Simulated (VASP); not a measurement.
Write the native input for VASP 6.6.1 that does the following.

```
Task                   : single point
Functional             : PBE
Potentials or basis    : VASP PAW PBE potentials, release 64 (Al, N)
Cutoff                 : 520 eV
k mesh                 : 11 × 11 × 6
Occupations            : fermi-dirac, width 0.02 eV
Spin                   : no spin polarisation
Dipole correction      : no
Further INCAR settings : ALGO = Normal; EDIFF = 1e-06; NBANDS = 16
```

The structure of AlN lies in POSCAR:

```
AlN
1.0
    3.0901223134      0.0000000000      0.0000000000
   -1.5450611567      2.6761244242      0.0000000000
    0.0000000000      0.0000000000      4.9445895974
Al N
2 2
Direct
    0.3333333333      0.6666666667      0.0000000000
    0.6666666667      0.3333333333      0.5000000000
    0.3333333333      0.6666666667      0.3850000000
    0.6666666667      0.3333333333      0.8850000000
```

This cell differs from its parent crystal: volume scaled by 0.98.

The input as run:

INCAR

```
PREC     = Accurate       # precision mode
ENCUT    = 520            # plane-wave cutoff, eV
EDIFF    = 1E-6           # SCF threshold, eV
ISMEAR   = -1             # smearing method
SIGMA    = 0.02           # smearing width, eV
LREAL    = False          # projectors in reciprocal space
LASPH    = True           # aspherical terms in the spheres
NELM     = 60             # most SCF steps
ALGO     = Normal         # electronic algorithm
ISIF     = 2              # what is computed and relaxed
LWAVE    = False          # write WAVECAR
LCHARG   = False          # write CHGCAR
GGA      = PE             # functional
NBANDS   = 16             # bands
```

KPOINTS

```
Automatic mesh
0
Gamma
  11 11 6
```

Potentials or basis: VASP PAW PBE potentials, release 64 (Al, N).

Run with:

```bash
$ cat potpaw_PBE.64/Al/POTCAR potpaw_PBE.64/N/POTCAR > POTCAR
$ mpirun -np 1 vasp_std > vasp.out
```

Results of the run:

```yaml
Pressure: 8.2 GPa
Largest_force: 0.182 eV/Å
Band_gap_on_the_k_mesh: 4.34 eV, direct
```

Wall time 13 s on 1 thread of Intel(R) Xeon(R) 6975P-C (Granite Rapids), on a shared host, peak memory 0.17 GiB.
